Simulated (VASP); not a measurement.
Si3Ge: single point with PBE

The system is Si3Ge.

```
Si Ge
1.0
     1.69650   -2.19893    0.00000
     1.69650    2.19893    0.00000
     0.00000    0.00000    8.53173
Si Ge
3 1
Direct
  0.50000 0.50000 0.72939
  0.00000 0.00000 0.50000
  0.50000 0.50000 0.27061
  0.00000 0.00000 0.00000
```

The cell was generated, and may not be a known phase.

- Program: VASP 6.6.1
- Task: single point
- Functional: PBE
- Potentials or basis: VASP PAW PBE potentials, release 64 (Si, Ge_d)
- Cutoff: 520 eV
- k mesh: 18 × 18 × 6
- Occupations: gaussian, width 0.1 eV
- Spin: no spin polarisation

```
Pressure               : -0.1 GPa
Largest force          : 0.005 eV/Å
Band gap on the k mesh : zero (bands 13 and 14 overlap by 8.38 eV)
```

Forces on the atoms (eV/Å):
```
Si   0.000  0.000 -0.005
Si   0.000  0.000  0.000
Si   0.000  0.000  0.005
Ge   0.000  0.000  0.000
```

Levels at points of the mesh, in eV from the Fermi level:
```tsv
k point	band 9	band 10	band 11	band 12	band 13	band 14	band 15	band 16	band 17	band 18
(0.00, 0.00, 0.00)	-6.00	-5.62	3.35	3.42	3.67	5.38	5.63	5.87	6.04	7.37
(0.50, 0.00, 0.00)	-7.06	-6.29	-6.17	-1.04	-1.02	-0.83	-0.65	5.04	5.34	5.56
(0.50, 0.50, 0.00)	-4.63	-4.02	-3.99	-2.44	-0.95	-0.33	-0.14	0.26	0.60	1.27
(0.00, 0.00, 0.50)	-8.76	-1.84	-1.14	3.46	4.64	5.76	6.09	6.64	7.38	7.67
(0.50, 0.00, 0.50)	-7.85	-4.99	-4.39	-3.88	-3.65	2.45	3.09	3.16	4.01	5.39
(0.50, 0.50, 0.50)	-5.12	-3.12	-2.29	-2.16	-2.06	-1.29	-1.15	-0.07	0.66	1.57
```

Run time: 7.1 min on 1 thread of Intel(R) Xeon(R) Platinum 8259CL CPU @ 2.50GHz (Skylake/Cascade Lake), with other jobs on the host, peak memory 0.51 GiB.
